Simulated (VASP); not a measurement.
Input of a VASP 6.6.1 run:

Contents of INCAR:

```
SYSTEM = BC5
ALGO = Normal ; EDIFF = 1E-6
ENCUT = 520 ; GGA = PE
ISIF = 2 ; ISMEAR = 0
LASPH = .True. ; LCHARG = .False.
LREAL = .False. ; LWAVE = .False.
NBANDS = 20 ; NELM = 100
PREC = Accurate ; SIGMA = 0.1
```

Contents of KPOINTS:

```
k-points
0
Gamma
  12 12 6
  0 0 0
```

POSCAR

```
BC5
1.0
    3.3488346686      0.0000000000      0.0000000000
   -1.6744173343      2.9001758961      0.0000000000
    0.0000000000      0.0000000000      6.8667887860
B C
1 5
Direct
    0.0000000000      0.0000000000      0.0000000000
    0.6666666667      0.3333333333      0.0000000000
    0.2404471248      0.0000000000      0.5000000000
    0.7595528752      0.7595528752      0.5000000000
    0.0000000000      0.2404471248      0.5000000000
    0.3333333333      0.6666666667      0.0000000000
```

Potentials or basis: VASP PAW PBE potentials, release 64 (B, C).

Run with:

```bash
$ cat potpaw_PBE.64/B/POTCAR potpaw_PBE.64/C/POTCAR > POTCAR
$ mpirun -np 1 vasp_std > vasp.out
```

(1) Estimate the band gap on the k mesh.

(2) Predict the pressure.

(3) Predict the largest force.

Results:

(1) zero (an odd number of electrons rules out a gap without spin polarisation).

(2) 0.3 GPa.

(3) 0.188 eV/Å.

Caveat: this functional lacks dispersion, which binds the layers, so the pressure and a relaxed spacing across them are unreliable.
